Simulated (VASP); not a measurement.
Here is a VASP 6.6.1 calculation.

The input INCAR:

```
PREC = Accurate
ENCUT = 600
EDIFF = 1E-6
ISMEAR = 0
SIGMA = 0.1
LREAL = False
LASPH = True
NELM = 60
ALGO = Normal
ISIF = 3
LWAVE = False
LCHARG = False
GGA = PE
IBRION = 2
NSW = 100
EDIFFG = -0.01
```

The input KPOINTS:

```
Automatic mesh
0
Gamma
  16 16 16
```

Contents of POSCAR:

```
Be3H
1.0
    3.0882174123      0.0000000000      0.0000000000
    0.0000000000      3.0882174123      0.0000000000
    0.0000000000      0.0000000000      3.0882174123
Be H
3 1
Direct
    0.0000000000      0.5000000000      0.5000000000
    0.5000000000      0.0000000000      0.5000000000
    0.5000000000      0.5000000000      0.0000000000
    0.0000000000      0.0000000000      0.0000000000
```

Potentials or basis: VASP PAW PBE potentials, release 64 (Be, H).

Command:

```bash
$ cat potpaw_PBE.64/Be/POTCAR potpaw_PBE.64/H/POTCAR > POTCAR
$ mpirun -np 1 vasp_std > vasp.out
```

Predict the band gap on the k mesh.

zero (an odd number of electrons rules out a gap without spin polarisation).

Final structure:
```cif
data_structure
_symmetry_space_group_name_H-M 'P 1'
_symmetry_Int_Tables_number 1
_cell_length_a 3.0882
_cell_length_b 3.0882
_cell_length_c 3.0882
_cell_angle_alpha 90.000
_cell_angle_beta 90.000
_cell_angle_gamma 90.000
_cell_volume 29.45
loop_
_atom_site_label
_atom_site_type_symbol
_atom_site_fract_x
_atom_site_fract_y
_atom_site_fract_z
_atom_site_occupancy
Be1 Be 0.00000 0.50000 0.50000 1
Be2 Be 0.50000 0.00000 0.50000 1
Be3 Be 0.50000 0.50000 0.00000 1
H1 H 0.00000 0.00000 0.00000 1
```

Caveat: the relaxation stopped at its first step, so nothing moved.
